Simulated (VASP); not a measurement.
# Al3Cu2 (C2/m) in VASP: a series of runs, part 2 of 2

VASP 6.6.1. Earlier steps stand in the parts before.

### 3 Single point, PBEsol (strain -0.0300 x Voigt [0, 1, 0, 0, 0, 0])

Contents of INCAR:

```
PREC     = Accurate       # precision mode
ENCUT    = 520            # plane-wave cutoff, eV
EDIFF    = 1E-7           # SCF threshold, eV
ISMEAR   = 0              # smearing method
SIGMA    = 0.15           # smearing width, eV
LREAL    = False          # projectors in reciprocal space
LASPH    = True           # aspherical terms in the spheres
NELM     = 60             # most SCF steps
ALGO     = Fast           # electronic algorithm
ISIF     = 2              # what is computed and relaxed
LWAVE    = False          # write WAVECAR
LCHARG   = False          # write CHGCAR
GGA      = PS             # functional
NBANDS   = 24             # bands
```

Contents of KPOINTS:

```
Automatic mesh
0
Gamma
  12 12 10
```

Contents of POSCAR:

```
Al3Cu2
1.0
    4.0985856014      0.0000000000      0.0000000000
   -2.0492928007      3.4429948729      0.0000000000
    0.0000000000      0.0000000000      4.9821008425
Al Cu
3 2
Direct
    0.0000000000      0.0000000000      0.0000000000
    0.3333333333      0.6666666667      0.3515059809
    0.6666666667      0.3333333333      0.6484940191
    0.3333333333      0.6666666667      0.8422899817
    0.6666666667      0.3333333333      0.1577100183
```

Potentials or basis: VASP PAW PBE potentials, release 64 (Al, Cu).

Run with:

```
$ cat potpaw_PBE.64/Al/POTCAR potpaw_PBE.64/Cu/POTCAR > POTCAR
$ mpirun -np 1 vasp_std > vasp.out
```

OUTCAR:

```text
PREC = Accurate
   ENCUT = 520
   EDIFF = 1E-7
   ISMEAR = 0
   LREAL = False
   LASPH = True
   NELM = 60
   ISIF = 2
   GGA = PS

 ion  position               nearest neighbor table
   1  0.000  0.000  0.000-   4 2.43   5 2.43   5 2.48   4 2.48   5 2.48   4 2.48   2 2.89   3 2.89
                             3 2.93   2 2.93   2 2.93   3 2.93
   2  0.333  0.667  0.352-   4 2.45   5 2.49   4 2.54   5 2.54   5 2.54   3 2.73   3 2.78   3 2.78
                             1 2.89   1 2.93   1 2.93
   3  0.667  0.333  0.648-   5 2.45   4 2.49   5 2.54   4 2.54   4 2.54   2 2.73   2 2.78   2 2.78
                             1 2.89   1 2.93   1 2.93
   4  0.333  0.667  0.842-   1 2.43   2 2.45   1 2.48   1 2.48   3 2.49   2 2.54   3 2.54   3 2.54
                             5 2.78
   5  0.667  0.333  0.158-   1 2.43   3 2.45   1 2.48   1 2.48   2 2.49   3 2.54   2 2.54   2 2.54
                             4 2.78

  Warning from LATTYP: Monoclinic adjustment (A1->A3, A2->A1, A3->A2)!
  LATTYP: Found a base centered orthorhombic cell.
 ALAT       =     4.0985856014
 B/A-ratio  =     1.6800892833
 C/A-ratio  =     1.2155658871

  Lattice vectors:

 A1 = (   2.0492928007,  -3.4429948729,   0.0000000000)
 A2 = (   2.0492928007,   3.4429948729,   0.0000000000)
 A3 = (   0.0000000000,   0.0000000000,   4.9821008425)

Analysis of symmetry for initial positions (statically):
=====================================================================
 Subroutine PRICEL returns:
 Original cell was already a primitive cell.

 Routine SETGRP: Setting up the symmetry group for a
 base centered orthorhombic supercell.

 Subroutine GETGRP returns: Found  4 space group operations
 (whereof  4 operations were pure point group operations)
 out of a pool of  8 trial point group operations.

The static configuration has the point symmetry C_2h.

Analysis of symmetry for dynamics (positions and initial velocities):
=====================================================================
 Subroutine PRICEL returns:
 Original cell was already a primitive cell.

 Routine SETGRP: Setting up the symmetry group for a
 base centered orthorhombic supercell.

 Subroutine GETGRP returns: Found  4 space group operations
 (whereof  4 operations were pure point group operations)
 out of a pool of  8 trial point group operations.

The dynamic configuration has the point symmetry C_2h.

 Subroutine INISYM returns: Found  4 space group operations
 (whereof  4 operations are pure point group operations),
 and found     1 'primitive' translations

----------------------------------------------------------------------------------------

                                     Primitive cell

  volume of cell :      70.3045

  direct lattice vectors                    reciprocal lattice vectors
     4.098585601  0.000000000  0.000000000     0.243986608  0.145222406  0.000000000
    -2.049292801  3.442994873  0.000000000     0.000000000  0.290444812  0.000000000
     0.000000000  0.000000000  4.982100843     0.000000000  0.000000000  0.200718539

  length of vectors
     4.098585601  4.006721188  4.982100843     0.283934873  0.290444812  0.200718539

  position of ions in fractional coordinates (direct lattice)
     0.000000000  0.000000000  0.000000000
[... 41 lines left out ...]
  0.000000  0.000000  0.000000      1.000000
  0.083333 -0.000000  0.000000      4.000000
  0.166667 -0.000000  0.000000      4.000000
  0.250000  0.000000  0.000000      4.000000
  0.333333 -0.000000  0.000000      4.000000
  0.416667 -0.000000  0.000000      4.000000
[... 16 lines left out ...]
  0.333333  0.166667  0.000000      4.000000
  0.416667  0.166667  0.000000      4.000000
 [... further k-points ...]
   k-points           NKPTS =    398   k-points in BZ     NKDIM =    398   number of bands    NBANDS=     24
   number of dos      NEDOS =    301   number of ions     NIONS =      5
   total plane-waves  NPLWV =  36000
   dimension x,y,z NGX =    30 NGY =   30 NGZ =   40
   dimension x,y,z NGXF=    60 NGYF=   60 NGZF=   80
   ions per type =               3   2
   NGX,Y,Z   is equivalent  to a cutoff of  12.17, 12.45, 13.35 a.u.
   NGXF,Y,Z  is equivalent  to a cutoff of  24.34, 24.90, 26.69 a.u.
 SYSTEM =  unknown system
   PREC   = accura    normal or accurate (medium, high low for compatibility)
   ISTART =      0    job   : 0-new  1-cont  2-samecut
   ICHARG =      2    charge: 1-file 2-atom 10-const
   ISPIN  =      1    spin polarized calculation?
   LNONCOLLINEAR =      F non collinear calculations
   LSORBIT =      F    spin-orbit coupling
   LASPH  =      T    aspherical Exc in radial PAW
   ENCUT  =  520.0 eV  38.22 Ry    6.18 a.u.   7.62  7.45  9.26*2*pi/ulx,y,z
   NELM   =     60;   NELMIN=  2; NELMDL= -5     # of ELM steps
   EDIFF  = 0.1E-06   stopping-criterion for ELM
   LREAL  =      F    real-space projection
   EDIFFG = 0.1E-05   stopping-criterion for IOM
   NSW    =      0    number of steps for IOM
   IBRION =     -1    ionic relax: 0-MD 1-quasi-New 2-CG
   NFREE  =      0    steps in history (QN), initial steepest desc. (CG)
   ISIF   =      2    stress and relaxation
   ISYM   =      2    0-nonsym 1-usesym 2-fastsym
   POTIM  = 0.5000    time-step for ionic-motion
   TEBEG  =    0.0;   TEEND  =   0.0 temperature during run
   PSTRESS=    0.0 pullay stress
   NELECT =      31.0000    total number of electrons
   NUPDOWN=      -1.0000    fix difference up-down
   EMIN   =  10.00;   EMAX   =-10.00  energy-range for DOS
   EFERMI =   0.00;   METHOD = LEGACY
   ISMEAR =     0;   SIGMA  =   0.15  broadening in eV -4-tet -1-fermi 0-gaus
   EFERMI_NEDOS =   21; number of points for ismear=-14 and -15
   IALGO  =     68    algorithm
   IMIX   =      4    mixing-type and parameters
     AMIX     =   0.40;   BMIX     =  1.00
     AMIX_MAG =   1.60;   BMIX_MAG =  1.00
  volume/ion in A,a.u.               =      14.06        94.89
  Fermi-wavevector in a.u.,A,eV,Ry     =   1.246047  2.354687 21.124857  1.552633
  Thomas-Fermi vector in A             =   2.380242
   LORBIT       =      0    0 simple, 1 ext, 2 COOP (PROOUT), +10 PAW based schemes
   GGA     = PS    functional components
   LHFCALC =     F    Hartree Fock is set to
   AEXX    =    0.0000 exact exchange contribution
   IVDW    =     0    specifies the selected vdW correction
   LEPSILON=     F    determine dielectric tensor
   LRPA    =     F    only Hartree local field effects (RPA)
 non-spin polarized calculation
 RMM-DIIS sequential band-by-band and
 Gauss-broadening in eV      SIGMA  =   0.15
  energy-cutoff  :      520.00
  volume of cell :       70.30
 maximum number of plane-waves:      1920
   NGX = 15   NGY = 15   NGZ = 19

 number of electron      31.0000001 magnetization

 Free energy of the ion-electron system (eV)
  ---------------------------------------------------
  ext. energy  EPLUGINS =         0.00000000
  ---------------------------------------------------
  free energy    TOTEN  =       -21.67016418 eV

  energy without entropy =      -21.65596638  energy(sigma->0) =      -21.66306528

 E-fermi :   8.6361     XC(G=0): -11.2018

 val. band max:        8.6321175217   @ k =  -0.1667   0.0833   0.4000
 cond. band min:       8.6371942959   @ k =   0.0833   0.0833   0.4000
 fundamental gap:      0.0050767742
 Fermi energy:         8.6361117186

 k-point     1 :       0.0000    0.0000    0.0000
  band No.  band energies     occupation
      1      -2.8388      2.00000
      2       2.0241      2.00000
      3       2.5611      2.00000
      4       3.1186      2.00000
      5       3.1423      2.00000
      6       3.4845      2.00000
[... 637 lines left out ...]
     23      16.0080      0.00000
     24      16.6391      0.00000

 [... further k-points ...]

------------------------ aborting loop because EDIFF is reached ----------------------------------------

  FORCE on cell =-STRESS in cart. coord.  units (eV):
  Direction    XX          YY          ZZ          XY          YZ          ZX
  --------------------------------------------------------------------------------------
  -------------------------------------------------------------------------------------
  Total        1.0760043      3.3913257      0.8808506      0.0000000     -0.3319468      0.0000000
  in kB       24.5211992     77.2853519     20.0738169      0.0000000     -7.5647777      0.0000000
  external PRESSURE =      40.6267893 kB  Pullay stress =       0.0000000 kB

 VOLUME and BASIS-vectors are now :
 -----------------------------------------------------------------------------
  energy-cutoff  :      520.00
  volume of cell :       70.30
      direct lattice vectors                 reciprocal lattice vectors
     4.098585601  0.000000000  0.000000000     0.243986608  0.145222406  0.000000000
    -2.049292801  3.442994873  0.000000000     0.000000000  0.290444812  0.000000000
     0.000000000  0.000000000  4.982100843     0.000000000  0.000000000  0.200718539

 POSITION                                       TOTAL-FORCE (eV/Angst)
 -----------------------------------------------------------------------------------
      0.00000      0.00000      0.00000         0.000000      0.000000      0.000000
     -0.00000      2.29533      1.75124        -0.000000     -0.144210      0.025561
      2.04929      1.14766      3.23086         0.000000      0.144210     -0.025561
     -0.00000      2.29533      4.19637         0.000000      0.043447     -0.038810
      2.04929      1.14766      0.78573         0.000000     -0.043447      0.038810
 -----------------------------------------------------------------------------------
    total drift:                                0.000000     -0.000000     -0.000000

  FREE ENERGIE OF THE ION-ELECTRON SYSTEM (eV)
  ---------------------------------------------------
  free  energy   TOTEN  =       -21.6701641829 eV

  energy  without entropy=      -21.6559663814  energy(sigma->0) =      -21.66306528
```

Wall time 29 min (1 thread of Oxide Virtual Turin-like, shared host); peak memory 0.59 GiB.

What came out:

| Property | Result |
| --- | --- |
| Free energy | -21.6702 eV |
| Pressure | 4.1 GPa |
| Largest force | 0.146 eV/Å |

Forces on the atoms (eV/Å):
```
Al   0.000  0.000  0.000
Al   0.000 -0.144  0.026
Al   0.000  0.144 -0.026
Cu   0.000  0.043 -0.039
Cu   0.000 -0.043  0.039
```

Stress tensor (GPa, compression positive):
```
 2.45  0.00  0.00
 0.00  7.73 -0.76
 0.00 -0.76  2.01
```

Levels at points of the mesh, in eV from the Fermi level:
```
           k point  band 13  band 14  band 15  band 16  band 17  band 18  band 19  band 20
(0.00, 0.00, 0.00)    -3.74    -0.20    -0.02     1.38     1.50     2.90     3.18     5.29
(0.50, 0.00, 0.00)    -3.15    -2.93    -2.69    -0.82    -0.01     0.53     3.16     3.92
(0.00, 0.50, 0.00)    -3.25    -3.03    -2.62    -0.70    -0.07     0.30     2.87     3.66
(0.00, 0.00, 0.50)     1.20     1.28     1.36     1.48     1.70     2.37     2.51     2.71
(0.50, 0.00, 0.50)    -4.21    -3.59    -1.67    -0.05     0.96     1.29     4.99     5.27
(0.00, 0.50, 0.50)    -4.23    -3.54    -1.95    -0.31     0.59     0.83     5.12     5.37
```

Caveat: the cell differs from its parent crystal (strain -0.0300 x Voigt [0, 1, 0, 0, 0, 0]); the PAW data sets were made with another functional, which shifts forces and pressure a little.

### 4 Single point, PBEsol (strain +0.0150 x Voigt [0, 1, 0, 0, 0, 0])

Contents of INCAR:

```
PREC = Accurate
ENCUT = 520
EDIFF = 1E-6
ISMEAR = 0
SIGMA = 0.15
LREAL = False
LASPH = True
NELM = 100
ALGO = Fast
ISIF = 2
LWAVE = False
LCHARG = True
GGA = PS
LELF = True
LVHAR = True
NBANDS = 24
```

KPOINTS is that of step 3.

Changes to POSCAR since step 3:

```diff
@@ -3,3 +3,3 @@
     4.0985856014      0.0000000000      0.0000000000
-   -2.0492928007      3.4429948729      0.0000000000
+   -2.0492928007      3.6027214392      0.0000000000
     0.0000000000      0.0000000000      4.9821008425
```

Run with:

```
$ cat potpaw_PBE.64/Al/POTCAR potpaw_PBE.64/Cu/POTCAR > POTCAR
$ mpirun -np 1 vasp_std > vasp.out
```

It took 30 min on 1 thread of Oxide Virtual Turin-like, shared host; peak memory 0.63 GiB.

It converged, with:

```yaml
Free_energy: -21.7141 eV
Pressure: -1.4 GPa
Largest_force: 0.053 eV/Å
```

Forces in eV/Å, atoms in the order of the input:
```
Al   0.000  0.000  0.000
Al   0.000  0.052 -0.009
Al   0.000 -0.052  0.009
Cu   0.000 -0.018  0.027
Cu   0.000  0.018 -0.027
```

Stress tensor (GPa, compression positive):
```
-1.00  0.00  0.00
 0.00 -2.94  0.28
 0.00  0.28 -0.38
```

Levels at points of the mesh, in eV from the Fermi level:
| k point | band 14 | band 15 | band 16 | band 17 | band 18 | band 19 |
| --- | --- | --- | --- | --- | --- | --- |
| (0.00, 0.00, 0.00) | -0.26 | -0.17 | 1.24 | 1.34 | 2.39 | 2.76 |
| (0.50, 0.00, 0.00) | -2.86 | -2.49 | -0.67 | -0.13 | 0.38 | 3.04 |
| (0.00, 0.50, 0.00) | -2.92 | -2.52 | -0.73 | -0.06 | 0.45 | 3.17 |
| (0.00, 0.00, 0.50) | 1.23 | 1.26 | 1.38 | 1.87 | 2.29 | 2.40 |
| (0.50, 0.00, 0.50) | -3.45 | -1.77 | -0.20 | 0.66 | 0.81 | 5.23 |
| (0.00, 0.50, 0.50) | -3.48 | -1.64 | -0.07 | 0.83 | 1.03 | 5.16 |

Caveat: the cell differs from its parent crystal (strain +0.0150 x Voigt [0, 1, 0, 0, 0, 0]); the PAW data sets were made with another functional, which shifts forces and pressure a little.

### 5 Summary

```tsv
cell	further INCAR settings	gap on the mesh (eV)	pressure (GPa)	largest force (eV/Å)
a = 4.099, b = 3.961, c = 4.982 Å, angles 90.0, 90.0, 121.2°, 5 atoms	ALGO = Fast; EDIFF = 1e-06; NBANDS = 24	none	6.4	0.24
a = 4.099, b = 4.007, c = 4.982 Å, angles 90.0, 90.0, 120.8°, 5 atoms	ALGO = Fast; EDIFF = 1e-07; NBANDS = 24	none	4.1	0.15
a = 4.099, b = 4.145, c = 4.982 Å, angles 90.0, 90.0, 119.6°, 5 atoms	ALGO = Fast; EDIFF = 1e-06; NBANDS = 24	none	-1.4	0.05
```

Alike in all rows: task single point; level PBEsol; potentials or basis VASP PAW PBE potentials, release 64 (Al, Cu); no spin polarisation; k mesh 12 × 12 × 10; cutoff (eV) 520; smearing gaussian 0.15 eV.

Caveats: the PAW data sets were made with another functional, which shifts forces and pressure a little.

Total energies depend on the potentials used, so only differences within one code and one set of settings carry meaning.
